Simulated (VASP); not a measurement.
# AlN (F-43m) in VASP: further runs, part 2 of 2

VASP 6.6.1. Earlier steps stand in the parts before.

### 3 Relaxation of cell and atoms, r2SCAN+rVV10

POSCAR reads:

```
AlN
1.0
    0.0000000000      2.1839940000      2.1839940000
    2.1839940000      0.0000000000      2.1839940000
    2.1839940000      2.1839940000      0.0000000000
Al N
1 1
Direct
    0.0000000000      0.0000000000      0.0000000000
    0.7500000000      0.7500000000      0.7500000000
```

INCAR.step1 reads:

```
PREC     = Accurate       # precision mode
ENCUT    = 600            # plane-wave cutoff, eV
ISMEAR   = 0              # smearing method
SIGMA    = 0.01           # smearing width, eV
LREAL    = False          # projectors in reciprocal space
LASPH    = True           # aspherical terms in the spheres
NELM     = 80             # most SCF steps
GGA      = PE             # functional
ALGO     = Normal         # electronic algorithm
EDIFF    = 1E-4           # SCF threshold, eV
LWAVE    = True           # write WAVECAR
LCHARG   = False          # write CHGCAR
```

INCAR.step2 reads:

```
PREC     = Accurate       # precision mode
ENCUT    = 600            # plane-wave cutoff, eV
EDIFF    = 1E-7           # SCF threshold, eV
ISMEAR   = 0              # smearing method
SIGMA    = 0.01           # smearing width, eV
LREAL    = False          # projectors in reciprocal space
LASPH    = True           # aspherical terms in the spheres
NELM     = 80             # most SCF steps
ALGO     = Normal         # electronic algorithm
ISIF     = 3              # what is computed and relaxed
LWAVE    = False          # write WAVECAR
LCHARG   = False          # write CHGCAR
METAGGA  = R2SCAN         # meta-GGA
LMIXTAU  = True         
LUSE_VDW = True         
IVDW_NL  = 2            
BPARAM   = 11.95        
CPARAM   = 0.0093       
IBRION   = 2              # ionic algorithm
NSW      = 60             # ionic steps
EDIFFG   = -0.01          # ionic threshold
ISTART   = 1
```

KPOINTS reads:

```
Automatic mesh
0
Gamma
  8 8 8
```

Potentials or basis: VASP PAW PBE potentials, release 64 (Al, N).

On the command line:

```
> cat potpaw_PBE.64/Al/POTCAR potpaw_PBE.64/N/POTCAR > POTCAR
> cp INCAR.step1 INCAR
> mpirun -np 1 vasp_std > vasp.out
> cp INCAR.step2 INCAR
> mpirun -np 1 vasp_std > vasp.out
```

OUTCAR:

```text
PREC = Accurate
   ENCUT = 600
   EDIFF = 1E-7
   ISMEAR = 0
   LREAL = False
   LASPH = True
   NELM = 80
   ISIF = 3
   METAGGA = R2SCAN
   IVDW_NL = 2
   BPARAM = 11.95
   IBRION = 2
   NSW = 60
   EDIFFG = -0.01
   ISTART = 1

 ion  position               nearest neighbor table
   1  0.000  0.000  0.000-   2 1.89   2 1.89   2 1.89   2 1.89
   2  0.750  0.750  0.750-   1 1.89   1 1.89   1 1.89   1 1.89

  LATTYP: Found a face centered cubic cell.
 ALAT       =     4.3679880000

  Lattice vectors:

 A1 = (   0.0000000000,   2.1839940000,   2.1839940000)
 A2 = (   2.1839940000,   0.0000000000,   2.1839940000)
 A3 = (   2.1839940000,   2.1839940000,   0.0000000000)

[... 261 lines left out ...]

 val. band max:        5.7165055294   @ k =   0.0000   0.0000   0.0000
 cond. band min:       9.6098211543   @ k =   0.5000   0.5000   0.0000
 fundamental gap:      3.8933156248
 Fermi energy:         5.8493800901

 k-point     1 :       0.0000    0.0000    0.0000
  band No.  band energies     occupation
      1     -10.0524      2.00000
      2       5.7165      2.00000
      3       5.7165      2.00000
      4       5.7165      2.00000
      5      10.6005      0.00000
      6      19.2489      0.00000
      7      19.2489      0.00000
      8      19.2489      0.00000
[... 243 lines left out ...]
 k-point    24 :      -0.3750    0.2500    0.1250
  band No.  band energies     occupation
      1      -7.7046      2.00000
      2       0.5188      2.00000
      3       3.4671      2.00000
      4       4.5878      2.00000
      5      13.5339      0.00000
      6      15.8350      0.00000
      7      18.9070      0.00000
      8      19.3543      0.00000

 [... further k-points ...]

------------------------ aborting loop because EDIFF is reached ----------------------------------------

  FORCE on cell =-STRESS in cart. coord.  units (eV):
  Direction    XX          YY          ZZ          XY          YZ          ZX
  --------------------------------------------------------------------------------------
  -------------------------------------------------------------------------------------
  Total       -0.0088199     -0.0088199     -0.0088199      0.0000000      0.0000000      0.0000000
  in kB       -0.6804542     -0.6804542     -0.6804542      0.0000000      0.0000000      0.0000000
  external PRESSURE =      -0.6804542 kB  Pullay stress =       0.0000000 kB
[... 17 lines left out ...]
  FREE ENERGIE OF THE ION-ELECTRON SYSTEM (eV)
  ---------------------------------------------------
  free  energy   TOTEN  =       -18.9935650288 eV

  energy  without entropy=      -18.9935650288  energy(sigma->0) =      -18.99356503

 reached required accuracy - stopping structural energy minimisation
```

OUTCAR.step1:

```text
PREC = Accurate
   ENCUT = 600
   ISMEAR = 0
   LREAL = False
   LASPH = True
[... 486 lines left out ...]
      0.00000      0.00000      0.00000         0.000000     -0.000000      0.000000
      3.27599      3.27599      3.27599        -0.000000      0.000000     -0.000000
 -----------------------------------------------------------------------------------
    total drift:                               -0.000000     -0.000000     -0.000000

  FREE ENERGIE OF THE ION-ELECTRON SYSTEM (eV)
  ---------------------------------------------------
  free  energy   TOTEN  =       -14.8418394480 eV

  energy  without entropy=      -14.8418394480  energy(sigma->0) =      -14.84183945
```

Wall time 3.3 min (1 thread of Intel Xeon Platinum 8259CL at 2.50GHz (Skylake/Cascade Lake), shared host); peak memory 0.26 GiB.

What came out:

```
Free energy                            : -18.9936 eV
Relaxed volume                         : 10.38 Å³/atom
Relaxed cell                           : a = 3.085 Å, b = 3.085 Å, c = 3.085 Å, α = 60.00°, β = 60.00°, γ = 60.00°
Space group after relaxing (to 0.05 Å) : F-43m (No. 216)
Energy gained by relaxing              : 0.1 meV/atom
Ionic steps                            : 3
Pressure after relaxing                : -0.1 GPa
Band gap on the k mesh                 : 3.89 eV, indirect (least direct gap 4.88 eV)
```

The path:
| step | energy change (eV) | largest force (eV/Å) | pressure (GPa) | volume (Å³) |
| --- | --- | --- | --- | --- |
| 1 | 0.0000 | 0.0000 | -0.76 | 20.83 |
| 2 | 0.0000 | 0.0000 | 0.77 | 20.69 |
| 3 | -0.0002 | 0.0000 | -0.07 | 20.77 |

Final structure:
```cif
data_structure
_symmetry_space_group_name_H-M 'P 1'
_symmetry_Int_Tables_number 1
_cell_length_a 3.0853
_cell_length_b 3.0853
_cell_length_c 3.0853
_cell_angle_alpha 60.000
_cell_angle_beta 60.000
_cell_angle_gamma 60.000
_cell_volume 20.77
loop_
_atom_site_label
_atom_site_type_symbol
_atom_site_fract_x
_atom_site_fract_y
_atom_site_fract_z
_atom_site_occupancy
Al1 Al 0.00000 0.00000 0.00000 1
N1 N 0.75000 0.75000 0.75000 1
```

Levels at points of the mesh, in eV from the valence-band top:
| k point | band 2 | band 3 | band 4 | band 5 | band 6 | band 7 |
| --- | --- | --- | --- | --- | --- | --- |
| (0.00, 0.00, 0.00) | 0.00 | 0.00 | 0.00 | 4.88 | 13.53 | 13.53 |
| (0.50, 0.00, 0.00) | -5.93 | -0.49 | -0.49 | 8.21 | 10.81 | 11.94 |
| (0.50, 0.50, 0.00) | -4.97 | -1.81 | -1.81 | 3.89 | 9.46 | 15.22 |

Caveat: the PAW data sets were made with another functional, which shifts forces and pressure a little.

### 4 Relaxation of cell and atoms, r2SCAN+D4

POSCAR is that of step 3.

INCAR.step1 reads:

```
SYSTEM = AlN
PREC     = Accurate       ! precision mode
ENCUT    = 600            ! plane-wave cutoff, eV
ISMEAR   = 0              ! smearing method
SIGMA    = 0.01           ! smearing width, eV
LREAL    = .False.        ! projectors in reciprocal space
LASPH    = .True.         ! aspherical terms in the spheres
NELM     = 60             ! most SCF steps
GGA      = PE             ! functional
ALGO     = Normal         ! electronic algorithm
EDIFF    = 1E-4           ! SCF threshold, eV
LWAVE    = .True.         ! write WAVECAR
LCHARG   = .False.        ! write CHGCAR
```

INCAR.step2 reads:

```
SYSTEM = AlN
PREC     = Accurate       ! precision mode
ENCUT    = 600            ! plane-wave cutoff, eV
EDIFF    = 1E-7           ! SCF threshold, eV
ISMEAR   = 0              ! smearing method
SIGMA    = 0.01           ! smearing width, eV
LREAL    = .False.        ! projectors in reciprocal space
LASPH    = .True.         ! aspherical terms in the spheres
NELM     = 60             ! most SCF steps
ALGO     = Normal         ! electronic algorithm
ISIF     = 3              ! what is computed and relaxed
LWAVE    = .False.        ! write WAVECAR
LCHARG   = .False.        ! write CHGCAR
METAGGA  = R2SCAN         ! meta-GGA
LMIXTAU  = .True.       
IVDW     = 13             ! dispersion correction
VDW_S6   = 1.0          
VDW_S8   = 0.6018749    
VDW_A1   = 0.51559235   
VDW_A2   = 5.77342911   
IBRION   = 2              ! ionic algorithm
NSW      = 60             ! ionic steps
EDIFFG   = -0.01          ! ionic threshold
ISTART   = 1
```

KPOINTS reads:

```
regular mesh
0
Gamma
  8 8 8
  0 0 0
```

Potentials or basis: VASP PAW PBE potentials, release 64 (Al, N).

On the command line:

```
> cat potpaw_PBE.64/Al/POTCAR potpaw_PBE.64/N/POTCAR > POTCAR
> cp INCAR.step1 INCAR
> mpirun -np 1 vasp_std > vasp.out
> cp INCAR.step2 INCAR
> mpirun -np 1 vasp_std > vasp.out
```

OUTCAR:

```text
SYSTEM = AlN
   PREC = Accurate
   ENCUT = 600
   EDIFF = 1E-7
   ISMEAR = 0
   LREAL = .False.
   LASPH = .True.
   NELM = 60
   ISIF = 3
   METAGGA = R2SCAN
   IVDW = 13
   IBRION = 2
   NSW = 60
   EDIFFG = -0.01
   ISTART = 1

 ion  position               nearest neighbor table
   1  0.000  0.000  0.000-   2 1.89   2 1.89   2 1.89   2 1.89
   2  0.750  0.750  0.750-   1 1.89   1 1.89   1 1.89   1 1.89

  LATTYP: Found a face centered cubic cell.
 ALAT       =     4.3679880000

  Lattice vectors:

 A1 = (   0.0000000000,   2.1839940000,   2.1839940000)
 A2 = (   2.1839940000,   0.0000000000,   2.1839940000)
 A3 = (   2.1839940000,   2.1839940000,   0.0000000000)

Analysis of symmetry for initial positions (statically):
=====================================================================
 Subroutine PRICEL returns:
 Original cell was already a primitive cell.

 Routine SETGRP: Setting up the symmetry group for a
 face centered cubic supercell.

 Subroutine GETGRP returns: Found 24 space group operations
 (whereof 24 operations were pure point group operations)
 out of a pool of 48 trial point group operations.

The static configuration has the point symmetry T_d .

Analysis of symmetry for dynamics (positions and initial velocities):
=====================================================================
 Subroutine PRICEL returns:
 Original cell was already a primitive cell.

[... 149 lines left out ...]
 number of electron       7.9999999 magnetization

 Free energy of the ion-electron system (eV)
  ---------------------------------------------------
  ext. energy  EPLUGINS =         0.00000000
  ---------------------------------------------------
  free energy    TOTEN  =       -19.17963479 eV

  energy without entropy =      -19.17963479  energy(sigma->0) =      -19.17963479

------------------------ aborting loop because EDIFF is reached ----------------------------------------

  DFT-D4 for vdW energy calculation

  Edisp (eV):   -0.23014
[... 111 lines left out ...]
--------------------------------------- Ionic step        4  -------------------------------------------

 number of electron       7.9999999 magnetization

 Free energy of the ion-electron system (eV)
  ---------------------------------------------------
  ext. energy  EPLUGINS =         0.00000000
  ---------------------------------------------------
  free energy    TOTEN  =       -19.17871310 eV

  energy without entropy =      -19.17871310  energy(sigma->0) =      -19.17871310

 E-fermi :   5.8338     XC(G=0): -11.4557

 val. band max:        5.7707856224   @ k =   0.0000   0.0000   0.0000
 cond. band min:       9.7118288625   @ k =   0.5000   0.5000   0.0000
 fundamental gap:      3.9410432401
 Fermi energy:         5.8338292099

 k-point     1 :       0.0000    0.0000    0.0000
  band No.  band energies     occupation
      1     -10.0197      2.00000
      2       5.7708      2.00000
      3       5.7708      2.00000
      4       5.7708      2.00000
      5      10.7407      0.00000
      6      19.3779      0.00000
      7      19.3779      0.00000
      8      19.3779      0.00000
[... 243 lines left out ...]
 k-point    24 :      -0.3750    0.2500    0.1250
  band No.  band energies     occupation
      1      -7.6621      2.00000
      2       0.5717      2.00000
      3       3.5226      2.00000
      4       4.6428      2.00000
      5      13.6420      0.00000
      6      15.9707      0.00000
      7      19.0394      0.00000
      8      19.4845      0.00000

 [... further k-points ...]

------------------------ aborting loop because EDIFF is reached ----------------------------------------

  DFT-D4 for vdW energy calculation

  Edisp (eV):   -0.23196
[... 25 lines left out ...]
  FREE ENERGIE OF THE ION-ELECTRON SYSTEM (eV)
  ---------------------------------------------------
  free  energy   TOTEN  =       -19.4106690860 eV

  energy  without entropy=      -19.4106690860  energy(sigma->0) =      -19.41066909

 reached required accuracy - stopping structural energy minimisation
```

OUTCAR.step1:

```text
SYSTEM = AlN
   PREC = Accurate
   ENCUT = 600
   ISMEAR = 0
   LREAL = .False.
   LASPH = .True.
[... 486 lines left out ...]
      0.00000      0.00000      0.00000         0.000000     -0.000000      0.000000
      3.27599      3.27599      3.27599        -0.000000      0.000000     -0.000000
 -----------------------------------------------------------------------------------
    total drift:                               -0.000000     -0.000000     -0.000000

  FREE ENERGIE OF THE ION-ELECTRON SYSTEM (eV)
  ---------------------------------------------------
  free  energy   TOTEN  =       -14.8418394480 eV

  energy  without entropy=      -14.8418394480  energy(sigma->0) =      -14.84183945
```

OSZICAR.step1:

```text
N       E                     dE             d eps       ncg     rms          rms(c)
DAV:   1     0.151427139618E+02    0.15143E+02   -0.43756E+03   496   0.936E+02
DAV:   2    -0.164462382454E+02   -0.31589E+02   -0.30442E+02   608   0.165E+02
DAV:   3    -0.172203963240E+02   -0.77416E+00   -0.77416E+00   568   0.330E+01
DAV:   4    -0.172227794025E+02   -0.23831E-02   -0.23831E-02   680   0.171E+00
DAV:   5    -0.172227810192E+02   -0.16167E-05   -0.16167E-05   576   0.451E-02    0.862E+00
DAV:   6    -0.148576684882E+02    0.23651E+01   -0.13528E+01   536   0.249E+01    0.292E+00
DAV:   7    -0.148478437226E+02    0.98248E-02   -0.10774E-01   480   0.337E+00    0.198E+00
DAV:   8    -0.148420338909E+02    0.58098E-02   -0.18631E-02   520   0.199E+00    0.400E-01
DAV:   9    -0.148417367395E+02    0.29715E-03   -0.78187E-04   608   0.236E-01    0.205E-01
DAV:  10    -0.148418431059E+02   -0.10637E-03   -0.29477E-04   480   0.148E-01    0.413E-02
DAV:  11    -0.148418394480E+02    0.36580E-05   -0.11113E-05   232   0.260E-02
   1 F= -.14841839E+02 E0= -.14841839E+02  d E =-.308100E-23
```

Wall time 2.2 min (1 thread of Intel Xeon Platinum 8259CL at 2.50GHz (Skylake/Cascade Lake), shared host); peak memory 0.16 GiB.

Results:

```yaml
Free_energy: -19.4107 eV
Relaxed_volume: 10.33 Å³/atom
Relaxed_cell: a = 3.080 Å, b = 3.080 Å, c = 3.080 Å, α = 60.00°, β = 60.00°, γ = 60.00°
Space_group_after_relaxing_to_0.05_Å: F-43m (No. 216)
Energy_gained_by_relaxing: 0.4 meV/atom
Ionic_steps: 4
Pressure_after_relaxing: 0.0 GPa
Band_gap_on_the_k_mesh: 3.94 eV, indirect (least direct gap 4.97 eV)
Dispersion_energy_per_atom: -0.116 eV
```

Step by step:
```tsv
step	energy change (eV)	largest force (eV/Å)	pressure (GPa)	volume (Å³)
1	0.0000	0.0000	-1.76	20.83
2	-0.0002	0.0000	1.82	20.49
3	-0.0009	0.0000	0.17	20.65
4	-0.0009	0.0000	0.00	20.66
```

Final structure:
```
Al N
1.0
     0.00000    2.17796    2.17796
     2.17796    0.00000    2.17796
     2.17796    2.17796    0.00000
Al N
1 1
Direct
  0.00000 0.00000 0.00000
  0.75000 0.75000 0.75000
```

Levels at points of the mesh, in eV from the valence-band top:
| k point | band 2 | band 3 | band 4 | band 5 | band 6 | band 7 |
| --- | --- | --- | --- | --- | --- | --- |
| (0.00, 0.00, 0.00) | 0.00 | 0.00 | 0.00 | 4.97 | 13.61 | 13.61 |
| (0.50, 0.00, 0.00) | -5.93 | -0.49 | -0.49 | 8.29 | 10.88 | 12.00 |
| (0.50, 0.50, 0.00) | -4.98 | -1.81 | -1.81 | 3.94 | 9.53 | 15.32 |

Caveat: the PAW data sets were made with another functional, which shifts forces and pressure a little.

### 5 Overview

```tsv
level	gap on the mesh (eV)	pressure (GPa)	relaxed volume (Å³/atom)
PBE+D3(BJ)	3.32	0.0	10.43
r2SCAN+rVV10	3.89	-0.1	10.38
r2SCAN+D4	3.94	0.0	10.33
```

Alike in all rows: task relaxation of cell and atoms; potentials or basis VASP PAW PBE potentials, release 64 (Al, N); no spin polarisation; cell relaxed; k mesh 8 × 8 × 8; cutoff (eV) 600; smearing gaussian 0.01 eV.

Caveats: the PAW data sets were made with another functional, which shifts forces and pressure a little (some runs).

Absolute energies hang on the potentials; compare differences alone.
